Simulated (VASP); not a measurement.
**Al12O: single point with PBE**

The system is Al12O, a slab with vacuum.

```xyz
13
Lattice="5.7276 0.0000 0.0000 2.8638 4.9602 0.0000 0.0000 0.0000 15.6765" Properties=species:S:1:pos:R:3 pbc="T T T"
Al    1.4319    0.8267    1.0000
Al    4.2957    0.8267    1.0000
Al    2.8638    3.3068    1.0000
Al    5.7276    3.3068    1.0000
Al   -0.0086    1.6546    3.3554
Al    2.8711    1.6541    3.3542
Al    1.4328    4.1013    3.3372
Al    4.2962    4.1798    3.3122
Al    0.0522    0.2161    5.7414
Al    2.7854    0.2176    5.7400
Al    1.4188    2.6904    5.7681
Al    4.2844    2.6933    5.5590
O     4.2815   -0.4774    6.5752
```

| Quantity | Value |
| --- | --- |
| Program | VASP 6.6.1 |
| Task | single point |
| Functional | PBE |
| Potentials or basis | VASP PAW PBE potentials, release 64 (Al, O) |
| Cutoff | 520 eV |
| k mesh | 4 × 4 × 1 |
| Occupations | fermi-dirac, width 0.15 eV |
| Spin | no spin polarisation |

The largest force is 0.462 eV/Å and the band gap on the k mesh is zero (band 21 reaches 1.69 eV, above the bottom of band 22 at 1.19 eV).

Forces in eV/Å, atoms in the order of the input:
```
Al  -0.002  0.031 -0.055
Al   0.002  0.202  0.044
Al   0.106 -0.088  0.016
Al  -0.109 -0.091  0.017
Al   0.005  0.026  0.009
Al  -0.006  0.024  0.007
Al   0.002  0.030 -0.030
Al   0.000  0.020  0.028
Al   0.027  0.089 -0.018
Al  -0.027  0.095 -0.014
Al   0.006  0.146  0.104
Al  -0.003 -0.032 -0.008
O   -0.001 -0.451 -0.099
```

Levels at points of the mesh, in eV from the Fermi level:
```
           k point  band 16  band 17  band 18  band 19  band 20  band 21  band 22  band 23  band 24  band 25
(0.00, 0.00, 0.00)    -2.88    -2.66    -2.13    -2.06    -1.63    -0.52    -0.31    -0.26     0.68     0.69
(0.50, 0.00, 0.00)    -1.59    -1.41    -0.61    -0.37    -0.25     0.01     0.19     1.06     1.26     1.54
(0.50, 0.50, 0.00)    -1.59    -1.41    -0.62    -0.37    -0.25     0.01     0.20     1.05     1.26     1.55
(0.00, 0.50, 0.00)    -1.53    -1.42    -0.66    -0.41    -0.17     0.08     0.09     1.04     1.16     1.53
```

Wall time 5.3 min on 1 thread of Intel Xeon 6975P-C, with other jobs on the host, peak memory 0.64 GiB.
